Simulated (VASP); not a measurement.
**P2Rh2W: single point with r2SCAN+U**

The system is P2Rh2W.

```
W Rh P
1.0
     0.00000    3.59159    0.00000
     3.59159    0.00000    0.00000
     1.79579    1.79579   -6.00416
W Rh P
1 2 2
Direct
  0.00000 0.00000 0.00000
  0.75000 0.25000 0.50000
  0.25000 0.75000 0.50000
  0.36000 0.36000 0.28000
  0.64000 0.64000 0.72000
```

* Program: VASP 6.6.1
* Task: single point
* Functional: r2SCAN
* Potentials or basis: VASP PAW PBE potentials, release 64 (W_sv, Rh_pv, P)
* Cutoff: 520 eV
* k mesh: 5 × 5 × 5
* Occupations: methfessel-paxton, width 0.001 eV
* Spin: no spin polarisation
* Hubbard terms: Rh d U = 3.86 eV, J = 0.7 eV

```yaml
Pressure: 4.0 GPa
Largest_force: 4.134 eV/Å
Band_gap_on_the_k_mesh: zero (bands 27 and 28 overlap by 0.73 eV)
```

Forces on the atoms (eV/Å):
```
W    0.000  0.000  0.000
Rh   0.000  0.000  0.000
Rh   0.000  0.000  0.000
P    0.000  0.000  4.134
P    0.000  0.000 -4.134
```

Stress tensor (GPa, compression positive):
```
10.91  0.00  0.00
 0.00 10.91  0.00
 0.00  0.00 -9.80
```

Levels at points of the mesh, in eV from the Fermi level:
```tsv
k point	band 25	band 26	band 27	band 28	band 29	band 30
(0.00, 0.00, 0.00)	-1.26	-0.13	0.66	1.05	2.18	2.18
```

Eigenvalues of the final occupation matrices:
```tsv
site	spin	trace	eigenvalues
site 2 d	1	3.88	0.74 0.76 0.76 0.80 0.81
site 2 d	2	3.88	0.74 0.76 0.76 0.80 0.81
site 3 d	1	3.88	0.74 0.76 0.76 0.80 0.81
site 3 d	2	3.88	0.74 0.76 0.76 0.80 0.81
```

It took 4.9 min on 1 thread of Intel Xeon 8259CL, on a shared host, peak memory 0.22 GiB.

Caveat: the k points lie up to 0.37 Å⁻¹ apart, too coarse for converged energies and pressures of a metal; the PAW data sets were made with another functional, which shifts forces and pressure a little; spin-orbit coupling is left out, which moves the levels of the heavy elements; U without spin polarisation on a metal has little footing; the U is typed as a test and isn't derived for this compound.
